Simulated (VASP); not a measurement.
## Cu: single point with PBEsol

The system is Cu.

```
Cu
1.0
     0.00000    1.78210    1.78210
     1.78210    0.00000    1.78210
     1.78210    1.78210    0.00000
Cu
1
Direct
  0.00000 0.00000 0.00000
```

```yaml
Program: VASP 6.6.1
Task: single point
Functional: PBEsol
Potentials_or_basis: VASP PAW PBE potentials, release 64 (Cu)
Cutoff: 520 eV
k_mesh: 20 × 20 × 20
Occupations: fermi-dirac, width 0.15 eV
Spin: no spin polarisation
Dipole_correction: no
Further_INCAR_settings: ALGO = Fast; EDIFF = 1e-06; NBANDS = 12
```

```json
{
  "Pressure": "0.8 GPa"
}
```

Levels at points of the mesh, in eV from the Fermi level:
```
           k point  band 4  band 5  band 6  band 7  band 8  band 9
(0.00, 0.00, 0.00)   -3.17   -2.28   -2.28   22.92   25.86   25.86
(0.50, 0.00, 0.00)   -1.68   -1.68   -1.17    3.95   21.39   22.68
(0.50, 0.50, 0.00)   -1.53   -1.53    1.42    7.39   13.36   13.36
```

Wall time 15 s on 1 thread of Intel(R) Xeon(R) 6975P-C (Granite Rapids) (shared host), peak memory 0.15 GiB.

Caveat: the PAW data sets were made with another functional, which shifts forces and pressure a little.
